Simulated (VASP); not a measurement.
Write the native input for VASP 6.6.1 that does the following.

```yaml
Task: single point
Functional: LDA
Potentials_or_basis: VASP PAW LDA potentials, release 64 (La, Hg)
Cutoff: 520 eV
k_mesh: 11 × 11 × 11
Occupations: fermi-dirac, width 0.08 eV
Spin: no spin polarisation
Dipole_correction: no
Further_INCAR_settings: ALGO = Normal; EDIFF = 1e-06; NBANDS = 18
```

The structure of LaHg lies in POSCAR:

```
LaHg
1.0
    3.8370000000      0.0000000000      0.0000000000
    0.0000000000      3.8370000000      0.0000000000
    0.0000000000      0.0000000000      3.8753700000
La Hg
1 1
Direct
    0.5000000000      0.5000000000      0.5000000000
    0.0000000000      0.0000000000      0.0000000000
```

This cell differs from its parent crystal: zz strain of +1 %.

These files were run (other wordings do the same):

INCAR

```
SYSTEM = LaHg
PREC = Accurate
ENCUT = 520
EDIFF = 1E-6
ISMEAR = -1
SIGMA = 0.08
LREAL = .FALSE.
LASPH = .TRUE.
NELM = 100
ALGO = Normal
ISIF = 2
LWAVE = .FALSE.
LCHARG = .FALSE.
GGA = CA
NBANDS = 18
```

KPOINTS

```
Automatic mesh
0
G
  11 11 11
  0 0 0
```

Potentials or basis: VASP PAW LDA potentials, release 64 (La, Hg).

The run is started by

```console
$ cat potpaw_LDA.64/La/POTCAR potpaw_LDA.64/Hg/POTCAR > POTCAR
$ mpirun -np 1 vasp_std > vasp.out
```

It gave:

The pressure is -2.3 GPa. The band gap on the k mesh is zero (an odd number of electrons rules out a gap without spin polarisation).

Caveat: the cell differs from its parent crystal (zz strain of +1 %); spin-orbit coupling is left out, which moves the levels of the heavy elements.

Run time: 2.2 min on 1 thread of Oxide Virtual Turin-like Processor, with other jobs on the host, peak memory 0.25 GiB.
